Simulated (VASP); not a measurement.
# Si in VASP: further runs, part 2 of 2

VASP 6.6.1. Earlier steps stand in the parts before.

## Step 3: Single point, PBEsol

INCAR reads:

```
  PREC = Accurate
  ENCUT = 520
  EDIFF = 1E-7
  ISMEAR = -1
  SIGMA = 0.02
  LREAL = F
  LASPH = T
  NELM = 100
  ALGO = Normal
  ISIF = 2
  LWAVE = F
  LCHARG = F
  LDIPOL = T
  IDIPOL = 3
  DIPOL = 0.5 0.5 0.500
  GGA = PS
  NBANDS = 21
```

KPOINTS reads:

```
regular mesh
0
Gamma
  8 8 1
```

POSCAR reads:

```
Si
1.0
    3.8418213899      0.0000000000      0.0000000000
    0.0000000000      3.8418213899      0.0000000000
    0.0000000000      0.0000000000     22.7914000000
Si
6
Direct
    0.7500000000      0.0000000000      0.3521863688
    0.2500000000      0.0000000000      0.4106955112
    0.2500000000      0.5000000000      0.4703671465
    0.7500000000      0.5000000000      0.5296328543
    0.7500000000      0.0000000000      0.5893044888
    0.2500000000      0.0000000000      0.6478136303
```

Potentials or basis: VASP PAW PBE potentials, release 64 (Si).

The run is started by

```bash
$ cat potpaw_PBE.64/Si/POTCAR > POTCAR
$ mpirun -np 1 vasp_std > vasp.out
```

OUTCAR:

```text
PREC = Accurate
   ENCUT = 520
   EDIFF = 1E-7
   ISMEAR = -1
   LREAL = F
   LASPH = T
   NELM = 100
   ISIF = 2
   GGA = PS

 ion  position               nearest neighbor table
   1  0.750  0.000  0.352-   2 2.34   2 2.34
   2  0.250  0.000  0.411-   1 2.34   1 2.34   3 2.35   3 2.35
   3  0.250  0.500  0.470-   4 2.35   4 2.35   2 2.35   2 2.35
   4  0.750  0.500  0.530-   3 2.35   3 2.35   5 2.35   5 2.35
   5  0.750  0.000  0.589-   6 2.34   6 2.34   4 2.35   4 2.35
   6  0.250  0.000  0.648-   5 2.34   5 2.34

  LATTYP: Found a simple tetragonal cell.
 ALAT       =     3.8418213899
 C/A-ratio  =     5.9324465369

  Lattice vectors:

 A1 = (   3.8418213899,   0.0000000000,   0.0000000000)
 A2 = (   0.0000000000,   3.8418213899,   0.0000000000)
 A3 = (   0.0000000000,   0.0000000000,  22.7914000000)

Analysis of symmetry for initial positions (statically):
=====================================================================
 Subroutine PRICEL returns:
 Original cell was already a primitive cell.

 Routine SETGRP: Setting up the symmetry group for a
 simple tetragonal supercell.

 Subroutine GETGRP returns: Found  8 space group operations
 (whereof  4 operations were pure point group operations)
 out of a pool of 16 trial point group operations.

The static configuration has the point symmetry C_2h.
 The point group associated with its full space group is D_2h.

Analysis of symmetry for dynamics (positions and initial velocities):
=====================================================================
 Subroutine PRICEL returns:
 Original cell was already a primitive cell.

 Routine SETGRP: Setting up the symmetry group for a
 simple tetragonal supercell.

 Subroutine GETGRP returns: Found  8 space group operations
 (whereof  4 operations were pure point group operations)
 out of a pool of 16 trial point group operations.

The dynamic configuration has the point symmetry C_2h.
 The point group associated with its full space group is D_2h.

 Subroutine INISYM returns: Found  8 space group operations
 (whereof  4 operations are pure point group operations),
 and found     1 'primitive' translations

----------------------------------------------------------------------------------------

                                     Primitive cell

  volume of cell :     336.3918

  direct lattice vectors                    reciprocal lattice vectors
     3.841821390  0.000000000  0.000000000     0.260293204  0.000000000  0.000000000
     0.000000000  3.841821390  0.000000000     0.000000000  0.260293204  0.000000000
     0.000000000  0.000000000 22.791400000     0.000000000  0.000000000  0.043876199

  length of vectors
     3.841821390  3.841821390 22.791400000     0.260293204  0.260293204  0.043876199

  position of ions in fractional coordinates (direct lattice)
     0.750000000  0.000000000  0.352186369
     0.250000000  0.000000000  0.410695511
     0.250000000  0.500000000  0.470367147
     0.750000000  0.500000000  0.529632854
     0.750000000  0.000000000  0.589304489
     0.250000000  0.000000000  0.647813630

  ion indices of the primitive-cell ions
   primitive index   ion index
                 1           1
                 2           2
[... 55 lines left out ...]
  0.500000  0.375000  0.000000      2.000000
 -0.375000  0.500000  0.000000      2.000000
   k-points           NKPTS =     25   k-points in BZ     NKDIM =     25   number of bands    NBANDS=     21
   number of dos      NEDOS =    301   number of ions     NIONS =      6
   total plane-waves  NPLWV = 162000
   dimension x,y,z NGX =    30 NGY =   30 NGZ =  180
   dimension x,y,z NGXF=    60 NGYF=   60 NGZF=  360
   ions per type =               6
   NGX,Y,Z   is equivalent  to a cutoff of  12.98, 12.98, 13.13 a.u.
   NGXF,Y,Z  is equivalent  to a cutoff of  25.96, 25.96, 26.26 a.u.
 SYSTEM =  unknown system
   PREC   = accura    normal or accurate (medium, high low for compatibility)
   ISTART =      0    job   : 0-new  1-cont  2-samecut
   ICHARG =      2    charge: 1-file 2-atom 10-const
   ISPIN  =      1    spin polarized calculation?
   LNONCOLLINEAR =      F non collinear calculations
   LSORBIT =      F    spin-orbit coupling
   LASPH  =      T    aspherical Exc in radial PAW
   ENCUT  =  520.0 eV  38.22 Ry    6.18 a.u.   7.14  7.14 42.38*2*pi/ulx,y,z
   NELM   =    100;   NELMIN=  2; NELMDL= -5     # of ELM steps
   EDIFF  = 0.1E-06   stopping-criterion for ELM
   LREAL  =      F    real-space projection
   EDIFFG = 0.1E-05   stopping-criterion for IOM
   NSW    =      0    number of steps for IOM
   IBRION =     -1    ionic relax: 0-MD 1-quasi-New 2-CG
   NFREE  =      0    steps in history (QN), initial steepest desc. (CG)
   ISIF   =      2    stress and relaxation
   ISYM   =      2    0-nonsym 1-usesym 2-fastsym
   POTIM  = 0.5000    time-step for ionic-motion
   TEBEG  =    0.0;   TEEND  =   0.0 temperature during run
   PSTRESS=    0.0 pullay stress
   NELECT =      24.0000    total number of electrons
   NUPDOWN=      -1.0000    fix difference up-down
   EMIN   =  10.00;   EMAX   =-10.00  energy-range for DOS
   EFERMI =   0.00;   METHOD = LEGACY
   ISMEAR =    -1;   SIGMA  =   0.02  broadening in eV -4-tet -1-fermi 0-gaus
   EFERMI_NEDOS =   21; number of points for ismear=-14 and -15
   IALGO  =     38    algorithm
   IMIX   =      4    mixing-type and parameters
     AMIX     =   0.40;   BMIX     =  1.00
     AMIX_MAG =   1.60;   BMIX_MAG =  1.00
  volume/ion in A,a.u.               =      56.07       378.35
  Fermi-wavevector in a.u.,A,eV,Ry     =   0.678990  1.283105  6.272661  0.461028
  Thomas-Fermi vector in A             =   1.757056
   LORBIT       =      0    0 simple, 1 ext, 2 COOP (PROOUT), +10 PAW based schemes
   GGA     = PS    functional components
   LHFCALC =     F    Hartree Fock is set to
   AEXX    =    0.0000 exact exchange contribution
   IVDW    =     0    specifies the selected vdW correction
   LEPSILON=     F    determine dielectric tensor
   LRPA    =     F    only Hartree local field effects (RPA)
 non-spin polarized calculation
  energy-cutoff  :      520.00
  volume of cell :      336.39
 maximum number of plane-waves:      9092
 NGX is ok and might be reduce to    30
   NGX = 15   NGY = 15   NGZ = 85

 dipolmoment           0.000000      0.000000     -0.000000 electrons x Angstroem

 number of electron      24.0000000 magnetization

 dipolmoment           0.000000      0.000000      0.000000 electrons x Angstroem

 Free energy of the ion-electron system (eV)
  ---------------------------------------------------
  ext. energy  EPLUGINS =         0.00000000
  ---------------------------------------------------
  free energy    TOTEN  =       -30.37217746 eV

  energy without entropy =      -30.36820685  energy(sigma->0) =      -30.37019215

 E-fermi :  -1.4249     XC(G=0):  -4.2134

 val. band max:       -1.4262362441   @ k =   0.0000   0.2500   0.0000
 cond. band min:      -1.3859361343   @ k =   0.1250   0.1250   0.0000
 fundamental gap:      0.0403001098
 Fermi energy:        -1.4249319121

 k-point     1 :       0.0000    0.0000    0.0000
  band No.  band energies     occupation
      1     -12.8123      2.00000
      2     -11.6054      2.00000
      3      -9.7915      2.00000
      4      -7.4534      2.00000
      5      -4.8148      2.00000
      6      -3.7705      2.00000
[... 565 lines left out ...]
     20       3.5864      0.00000
     21       4.6401      0.00000

 [... further k-points ...]

------------------------ aborting loop because EDIFF is reached ----------------------------------------

 vacuum level on the upper side and lower side of the slab       (xc-potential included)        -0.054        -0.054

  FORCE on cell =-STRESS in cart. coord.  units (eV):
  Direction    XX          YY          ZZ          XY          YZ          ZX
  --------------------------------------------------------------------------------------
  -------------------------------------------------------------------------------------
  Total       -0.0055254     -3.7288546      0.0564920      0.0000000      0.0000000     -0.0000000
  in kB       -0.0263163    -17.7599072      0.2690617      0.0000000      0.0000000     -0.0000000
  external PRESSURE =      -5.8390539 kB  Pullay stress =       0.0000000 kB

 VOLUME and BASIS-vectors are now :
 -----------------------------------------------------------------------------
  energy-cutoff  :      520.00
  volume of cell :      336.39
      direct lattice vectors                 reciprocal lattice vectors
     3.841821390  0.000000000  0.000000000     0.260293204  0.000000000  0.000000000
     0.000000000  3.841821390  0.000000000     0.000000000  0.260293204  0.000000000
     0.000000000  0.000000000 22.791400000     0.000000000  0.000000000  0.043876199

 POSITION                                       TOTAL-FORCE (eV/Angst)
 -----------------------------------------------------------------------------------
      2.88137      0.00000      8.02682        -0.000000     -0.000000     -0.009419
      0.96046      0.00000      9.36033        -0.000000     -0.000000     -0.001962
      0.96046      1.92091     10.72033        -0.000000      0.000000      0.005660
      2.88137      1.92091     12.07107        -0.000000     -0.000000     -0.005660
      2.88137      0.00000     13.43107         0.000000     -0.000000      0.001962
      0.96046      0.00000     14.76458        -0.000000     -0.000000      0.009419
 -----------------------------------------------------------------------------------
    total drift:                               -0.000000      0.000000     -0.000000

  FREE ENERGIE OF THE ION-ELECTRON SYSTEM (eV)
  ---------------------------------------------------
  free  energy   TOTEN  =       -30.3721774590 eV

  energy  without entropy=      -30.3682068457  energy(sigma->0) =      -30.37019215

 vacuum level on the upper side and lower side of the slab         3.871         3.871
```

Wall time 7.8 min (1 thread of Intel Xeon 8259CL, shared host); peak memory 0.46 GiB.

Results:

* Free energy: -30.3722 eV
* Largest force: 0.009 eV/Å
* Band gap on the k mesh: zero (bands 12 and 13 overlap by 1.06 eV)

Forces in eV/Å, atoms in the order of the input:
```
Si   0.000  0.000 -0.009
Si   0.000  0.000 -0.002
Si   0.000  0.000  0.006
Si   0.000  0.000 -0.006
Si   0.000  0.000  0.002
Si   0.000  0.000  0.009
```

Caveat: the PAW data sets were made with another functional, which shifts forces and pressure a little.

## Step 4: Single point, PBEsol

INCAR reads:

```
PREC = Accurate ; ENCUT = 520
EDIFF = 1E-6 ; ISMEAR = -1
SIGMA = 0.02 ; LREAL = False
LASPH = True ; NELM = 60
ALGO = Normal ; ISIF = 2
LWAVE = False ; LCHARG = False
GGA = PS ; NBANDS = 21
```

KPOINTS reads:

```
Automatic mesh
0
Gamma
  8 8 1
```

POSCAR is that of step 3.

The run is started by

```bash
$ cat potpaw_PBE.64/Si/POTCAR > POTCAR
$ mpirun -np 1 vasp_std > vasp.out
```

It took 7.4 min on 1 thread of Intel Xeon 8259CL, shared host; peak memory 0.45 GiB.

Results (log left out):

```yaml
Free_energy: -30.3722 eV
Largest_force: 0.009 eV/Å
Band_gap_on_the_k_mesh: zero (bands 12 and 13 overlap by 1.06 eV)
```

Forces in eV/Å, atoms in the order of the input:
```
Si   0.000  0.000 -0.009
Si   0.000  0.000 -0.002
Si   0.000  0.000  0.006
Si   0.000  0.000 -0.006
Si   0.000  0.000  0.002
Si   0.000  0.000  0.009
```

Levels at points of the mesh, in eV from the Fermi level:
```tsv
k point	band 8	band 9	band 10	band 11	band 12	band 13	band 14	band 15	band 16	band 17
(0.00, 0.00, 0.00)	-1.39	-1.14	-0.75	-0.29	0.46	1.18	1.19	1.70	2.25	2.61
(0.50, 0.00, 0.00)	-2.56	-1.07	-1.07	-0.60	-0.60	2.47	2.47	2.49	2.49	3.75
(0.00, 0.50, 0.00)	-1.13	-0.93	-0.92	-0.84	-0.53	0.40	0.61	2.61	2.63	2.86
(0.50, 0.50, 0.00)	-3.25	-3.01	-3.01	-0.61	-0.61	-0.60	-0.60	2.56	2.56	2.68
```

Caveat: there is no dipole correction, which matters where the two faces differ; the PAW data sets were made with another functional, which shifts forces and pressure a little.

## Step 5: Overview

```tsv
cell	dipole correction	gap on the mesh (eV)	largest force (eV/Å)
as given, atomic positions A	yes	none	0.17
as given, atomic positions B	yes	none	0.01
as given, atomic positions B	no	none	0.01
```

Alike in all rows: task single point; level PBEsol; potentials or basis VASP PAW PBE potentials, release 64 (Si); no spin polarisation; k mesh 8 × 8 × 1; cutoff (eV) 520; smearing fermi-dirac 0.02 eV.

Caveats: the PAW data sets were made with another functional, which shifts forces and pressure a little; there is no dipole correction, which matters where the two faces differ (at least some runs).

Absolute energies hang on the potentials; compare differences alone.

The gap in the log of VASP goes by the Fermi energy; the results here count the filled bands.